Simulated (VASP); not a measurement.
Input of a VASP 6.6.1 run:

The input INCAR:

```
SYSTEM = Al3Ga4N7
PREC = Accurate
ENCUT = 520
EDIFF = 1E-6
ISMEAR = -1
SIGMA = 0.1379
LREAL = .FALSE.
LASPH = .TRUE.
NELM = 80
ALGO = Normal
ISIF = 2
LWAVE = .FALSE.
LCHARG = .FALSE.
GGA = PE
NBANDS = 61
ISYM = 0
```

Contents of KPOINTS:

```
Automatic mesh
0
Gamma
  1 1 1
  0.25 0.25 0.25
```

Contents of POSCAR:

```
Al3Ga4N7
1.0
    5.4234100000     -0.0218160000     -0.1020990000
   -0.0218160000      5.6737360000      0.1832450000
   -0.1020990000      0.1832450000      5.4998890000
Al N Ga
3 7 4
Direct
    0.4751876824      0.4413570711      0.2355163369
    0.2265410798      0.7671066171      0.5688984206
   -0.0828274601      0.5221245676      0.1245659108
    0.4357148264      0.0412197587      0.5312970377
    0.7107074067      0.2424365288      0.0158636354
    0.7036705317      0.5510504554      0.4303771980
    0.9552315411      1.0201221533      0.5472757543
    0.6768506612      0.7323733931      1.0304722538
    0.2583319176      0.5111180567      0.8255551343
    0.1685738034      0.5371902743      0.3227799297
    0.6945088208     -0.0820259683      0.3299303867
    0.7155668029      0.9976706143      0.8218784967
    0.1452647270      0.2822098606      0.5964356440
    0.5973306537      0.4389344283      0.7350830759
```

Potentials or basis: VASP PAW PBE potentials, release 64 (Al, N, Ga_d).

Command:

```sh
$ cat potpaw_PBE.64/Al/POTCAR potpaw_PBE.64/N/POTCAR potpaw_PBE.64/Ga_d/POTCAR > POTCAR
$ mpirun -np 1 vasp_std > vasp.out
```

Estimate the pressure.

7.3 GPa.

Predict the band gap on the k mesh.

3.45 eV.

Estimate the largest force.

3.802 eV/Å.

Stress tensor (GPa, compression positive):
```
15.88  2.46  6.04
 2.46 -1.20 -2.04
 6.04 -2.04  7.36
```

Caveat: the k points lie up to 1.16 Å⁻¹ apart.
